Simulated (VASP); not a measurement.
# MoS2 in VASP: further runs, part 2 of 2

VASP 6.6.1.

## (3) Single point, PBE+D3(BJ), collinear spin, ferromagnetic start

This run uses another cell than the first one, of 61.76 Å³/atom, 1.019 times its volume.

INCAR

```
SYSTEM = MoS2
ALGO = Normal
DIPOL = 0.5 0.5 0.500
EDIFF = 1E-7
ENCUT = 520
GGA = PE
IDIPOL = 3
ISIF = 2
ISMEAR = 0
ISPIN = 2
IVDW = 12
LASPH = .TRUE.
LCHARG = .FALSE.
LDIPOL = .TRUE.
LMAXMIX = 4
LORBIT = 11
LREAL = .FALSE.
LWAVE = .FALSE.
MAGMOM = 0 0 1
NBANDS = 24
NELM = 150
PREC = Accurate
SIGMA = 0.05
```

KPOINTS

```
k-points
0
G
  12 12 1
  0 0 0
```

POSCAR

```
MoS2
1.0
    3.1841260800      0.0000000000      0.0000000000
   -1.5920630400      2.7575340800      0.0000000000
    0.0000000000      0.0000000000     21.1026500379
S Mo
2 1
Direct
    0.3333333300      0.6666666600      0.4264867201
    0.3333333300      0.6666666600      0.5735132799
    0.0000000000      0.0000000000      0.5000000000
```

Potentials or basis: VASP PAW PBE potentials, release 64 (S, Mo_sv).

Started as:

```
$ cat potpaw_PBE.64/S/POTCAR potpaw_PBE.64/Mo_sv/POTCAR > POTCAR
$ mpirun -np 1 vasp_std > vasp.out
```

OUTCAR:

```text
SYSTEM = MoS2
   EDIFF = 1E-7
   ENCUT = 520
   GGA = PE
   ISIF = 2
   ISMEAR = 0
   ISPIN = 2
   IVDW = 12
   LASPH = .TRUE.
   LORBIT = 11
   LREAL = .FALSE.
   NELM = 150
   PREC = Accurate
 IVDW          = 12

 ion  position               nearest neighbor table
   1  0.333  0.667  0.426-   3 2.41   3 2.41   3 2.41
   2  0.333  0.667  0.574-   3 2.41   3 2.41   3 2.41
   3  0.000  0.000  0.500-   1 2.41   2 2.41   1 2.41   2 2.41   1 2.41   2 2.41

  LATTYP: Found a hexagonal cell.
 ALAT       =     3.1841260800
 C/A-ratio  =     6.6274542866

  Lattice vectors:

 A1 = (   3.1841260800,   0.0000000000,   0.0000000000)
 A2 = (  -1.5920630400,   2.7575340800,   0.0000000000)
 A3 = (   0.0000000000,   0.0000000000,  21.1026500379)

Analysis of symmetry for initial positions (statically):
=====================================================================
 Subroutine PRICEL returns:
 Original cell was already a primitive cell.

 Routine SETGRP: Setting up the symmetry group for a
 hexagonal supercell.

 Subroutine GETGRP returns: Found 12 space group operations
 (whereof 12 operations were pure point group operations)
 out of a pool of 24 trial point group operations.

The static configuration has the point symmetry D_3h.

Analysis of symmetry for dynamics (positions and initial velocities):
=====================================================================
 Subroutine PRICEL returns:
 Original cell was already a primitive cell.

 Routine SETGRP: Setting up the symmetry group for a
 hexagonal supercell.

 Subroutine GETGRP returns: Found 12 space group operations
 (whereof 12 operations were pure point group operations)
 out of a pool of 24 trial point group operations.

The dynamic configuration has the point symmetry D_3h.

Analysis of structural, dynamic, and magnetic symmetry:
=====================================================================
 Subroutine PRICEL returns:
 Original cell was already a primitive cell.

 Routine SETGRP: Setting up the symmetry group for a
 hexagonal supercell.

 Subroutine GETGRP returns: Found 12 space group operations
 (whereof 12 operations were pure point group operations)
 out of a pool of 24 trial point group operations.

The overall configuration has the point symmetry D_3h.

 Subroutine INISYM returns: Found 12 space group operations
 (whereof 12 operations are pure point group operations),
 and found     1 'primitive' translations

----------------------------------------------------------------------------------------

                                     Primitive cell

  volume of cell :     185.2884

  direct lattice vectors                    reciprocal lattice vectors
     3.184126080  0.000000000  0.000000000     0.314057916  0.181321422  0.000000000
    -1.592063040  2.757534080  0.000000000     0.000000000  0.362642844  0.000000000
     0.000000000  0.000000000 21.102650038     0.000000000  0.000000000  0.047387413

  length of vectors
     3.184126080  3.184126085 21.102650038     0.362642844  0.362642844  0.047387413

[... 75 lines left out ...]
   NELM   =    150;   NELMIN=  2; NELMDL= -5     # of ELM steps
   EDIFF  = 0.1E-06   stopping-criterion for ELM
   LREAL  =      F    real-space projection
   EDIFFG = 0.1E-05   stopping-criterion for IOM
   NSW    =      0    number of steps for IOM
   IBRION =     -1    ionic relax: 0-MD 1-quasi-New 2-CG
   NFREE  =      0    steps in history (QN), initial steepest desc. (CG)
   ISIF   =      2    stress and relaxation
   ISYM   =      2    0-nonsym 1-usesym 2-fastsym
   POTIM  = 0.5000    time-step for ionic-motion
   TEBEG  =    0.0;   TEEND  =   0.0 temperature during run
   PSTRESS=    0.0 pullay stress
   NELECT =      26.0000    total number of electrons
   NUPDOWN=      -1.0000    fix difference up-down
   EMIN   =  10.00;   EMAX   =-10.00  energy-range for DOS
   EFERMI =   0.00;   METHOD = LEGACY
   ISMEAR =     0;   SIGMA  =   0.05  broadening in eV -4-tet -1-fermi 0-gaus
   EFERMI_NEDOS =   21; number of points for ismear=-14 and -15
   IALGO  =     38    algorithm
   IMIX   =      4    mixing-type and parameters
     AMIX     =   0.40;   BMIX     =  1.00
     AMIX_MAG =   1.60;   BMIX_MAG =  1.00
  volume/ion in A,a.u.               =      61.76       416.80
  Fermi-wavevector in a.u.,A,eV,Ry     =   0.850713  1.607615  9.846715  0.723713
  Thomas-Fermi vector in A             =   1.966733
   LORBIT       =     11    0 simple, 1 ext, 2 COOP (PROOUT), +10 PAW based schemes
   GGA     = PE    functional components
   LHFCALC =     F    Hartree Fock is set to
   AEXX    =    0.0000 exact exchange contribution
   IVDW    =    12    specifies the selected vdW correction
   LEPSILON=     F    determine dielectric tensor
   LRPA    =     F    only Hartree local field effects (RPA)
 spin polarized calculation
 Gauss-broadening in eV      SIGMA  =   0.05
  energy-cutoff  :      520.00
  volume of cell :      185.29
 maximum number of plane-waves:      5023
 NGX is ok and might be reduce to    24
   NGX = 11   NGY = 11   NGZ = 79

 number of electron      25.9999999 magnetization       0.0000209

 number of electron      25.9999999 magnetization      -0.0000063

 dipolmoment           0.000000      0.000000     -0.000000 electrons x Angstroem

 Free energy of the ion-electron system (eV)
  ---------------------------------------------------
  ext. energy  EPLUGINS =         0.00000000
  ---------------------------------------------------
  free energy    TOTEN  =       -21.85056081 eV

  energy without entropy =      -21.85056081  energy(sigma->0) =      -21.85056081

 E-fermi :  -1.8047     XC(G=0):  -3.6115

 val. band max:       -2.2011037377   @ k =   0.0000   0.0000   0.0000
 cond. band min:      -0.6025044151   @ k =   0.3333   0.3333   0.0000
 fundamental gap:      1.5985993227
 Fermi energy:        -1.8046892153

 spin component 1

 k-point     1 :       0.0000    0.0000    0.0000
  band No.  band energies     occupation
      1     -63.1006      1.00000
      2     -37.2421      1.00000
      3     -37.0419      1.00000
      4     -37.0419      1.00000
      5     -16.3406      1.00000
      6     -15.0031      1.00000
[... 502 lines left out ...]
     23       9.4197      0.00000
     24       9.4282      0.00000
 Fermi energy:        -1.8046892153

 spin component 2

 k-point     1 :       0.0000    0.0000    0.0000
  band No.  band energies     occupation
      1     -63.1006      1.00000
      2     -37.2421      1.00000
      3     -37.0419      1.00000
      4     -37.0419      1.00000
      5     -16.3406      1.00000
      6     -15.0031      1.00000
[... 502 lines left out ...]
     23       9.4186      0.00000
     24       9.4282      0.00000

------------------------ aborting loop because EDIFF is reached ----------------------------------------

 vacuum level on the upper side and lower side of the slab       (xc-potential included)        -0.002        -0.002

 Edisp (eV)   -0.94274

 E8    (eV) :    -0.4078

  FORCE on cell =-STRESS in cart. coord.  units (eV):
  Direction    XX          YY          ZZ          XY          YZ          ZX
  --------------------------------------------------------------------------------------
  -------------------------------------------------------------------------------------
  Total      -0.77476    -0.77476     0.29413     0.00000    -0.00000     0.00000
  in kB      -6.69933    -6.69933     2.54331     0.00000    -0.00000     0.00000
  external pressure =       -3.62 kB  Pullay stress =        0.00 kB

 VOLUME and BASIS-vectors are now :
 -----------------------------------------------------------------------------
  energy-cutoff  :      520.00
  volume of cell :      185.29
      direct lattice vectors                 reciprocal lattice vectors
     3.184126080  0.000000000  0.000000000     0.314057916  0.181321422  0.000000000
    -1.592063040  2.757534080  0.000000000     0.000000000  0.362642844  0.000000000
     0.000000000  0.000000000 21.102650038     0.000000000  0.000000000  0.047387413

 POSITION                                       TOTAL-FORCE (eV/Angst)
 -----------------------------------------------------------------------------------
      0.00000      1.83836      9.00000        -0.000000     -0.000000     -0.103375
      0.00000      1.83836     12.10265        -0.000000     -0.000000      0.103375
      0.00000      0.00000     10.55133         0.000000      0.000000      0.000000
 -----------------------------------------------------------------------------------
    total drift:                               -0.000000      0.000018     -0.000000

  FREE ENERGIE OF THE ION-ELECTRON SYSTEM (eV)
  ---------------------------------------------------
  free  energy   TOTEN  =       -22.7933044628 eV

  energy  without entropy=      -22.7933044628  energy(sigma->0) =      -22.79330446

 vacuum level on the upper side and lower side of the slab         3.687         3.687

 total charge

# of ion       s       p       d       tot
------------------------------------------
    1        1.363   2.342   0.000   3.705
    2        1.363   2.342   0.000   3.705
    3        2.291   6.219   3.942  12.452
--------------------------------------------------
tot          5.016  10.904   3.942  19.862

 magnetization (x)

# of ion       s       p       d       tot
------------------------------------------
    1        0.000  -0.000   0.000  -0.000
    2        0.000  -0.000   0.000  -0.000
    3        0.000   0.000   0.000   0.000
--------------------------------------------------
tot          0.000  -0.000   0.000   0.000
```

OSZICAR:

```text
N       E                     dE             d eps       ncg     rms          rms(c)
DAV:   1     0.150747232377E+03    0.15075E+03   -0.13051E+04  2336   0.838E+02
DAV:   2    -0.125215407080E+02   -0.16327E+03   -0.15743E+03  2552   0.205E+02
DAV:   3    -0.230381703690E+02   -0.10517E+02   -0.10399E+02  2352   0.457E+01
DAV:   4    -0.232290330980E+02   -0.19086E+00   -0.19078E+00  2376   0.680E+00
[... 19 lines left out ...]
DAV:  24    -0.218505591657E+02   -0.42091E-05   -0.15725E-07  1784   0.107E-03    0.477E-04
DAV:  25    -0.218505602624E+02   -0.10968E-05   -0.28987E-08  1672   0.600E-04    0.165E-04
DAV:  26    -0.218505606223E+02   -0.35982E-06   -0.10182E-08  1584   0.306E-04    0.938E-05
DAV:  27    -0.218505607944E+02   -0.17218E-06   -0.64153E-09  1632   0.248E-04    0.546E-05
DAV:  28    -0.218505608069E+02   -0.12482E-07   -0.35441E-09  1616   0.163E-04
   1 F= -.22793304E+02 E0= -.22793304E+02  d E =-.984439E-31  mag=    -0.0000
```

It took 2.2 min on 1 thread of Intel Xeon 6975P-C (Granite Rapids), shared host; peak memory 0.44 GiB.

Results:

- Free energy: -22.7933 eV
- Largest force: 0.103 eV/Å
- Band gap on the k mesh: 1.60 eV, indirect (least direct gap 1.66 eV)
- Net moment: 0.00 μB per cell
- Valence electrons inside the program's atomic spheres: S 3.71; Mo 12.45
- Dispersion energy per atom: -0.314 eV

Forces on the atoms (eV/Å):
```
S    0.000  0.000 -0.103
S    0.000  0.000  0.103
Mo   0.000  0.000  0.000
```
